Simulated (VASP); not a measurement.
Zn6CO6F2, 15 atoms in the cell. The cell holds a slab with vacuum, 15 atoms: a = 5.804 Å, b = 6.208 Å, c = 17.587 Å, α = 90.00°, β = 90.00°, γ = 117.87°. 

| Quantity | Value |
| --- | --- |
| Program | VASP 6.6.1 |
| Task | single point |
| Functional | PBE |
| Potentials or basis | VASP PAW PBE potentials, release 64 (Zn, O_h, C_h, F_h) |
| Cutoff | 1010 eV |
| k mesh | 2 × 2 × 1 |
| Occupations | gaussian, width 0.02 eV |
| Spin | no spin polarisation |
| Dipole correction | no |
| Further INCAR settings | LREAL = Auto; ALGO = Normal; EDIFF = 1e-06; NBANDS = 76; NELMDL = -8 |

Potentials or basis: VASP PAW PBE potentials, release 64 (Zn, O_h, C_h, F_h).

Launch:

```console
$ cat potpaw_PBE.64/Zn/POTCAR potpaw_PBE.64/O_h/POTCAR potpaw_PBE.64/C_h/POTCAR potpaw_PBE.64/F_h/POTCAR > POTCAR
$ mpirun -np 1 vasp_std > vasp.out
```

Hardware: 1 thread of Intel(R) Xeon(R) 6975P-C (Granite Rapids), with other jobs on the host.

Problem. Estimate the wall time of this run.

Solution. Run time: 16 min on 1 thread of Intel(R) Xeon(R) 6975P-C (Granite Rapids), on a shared host, peak memory 1.4 GiB. Counts: scf iterations 33, k points 4.
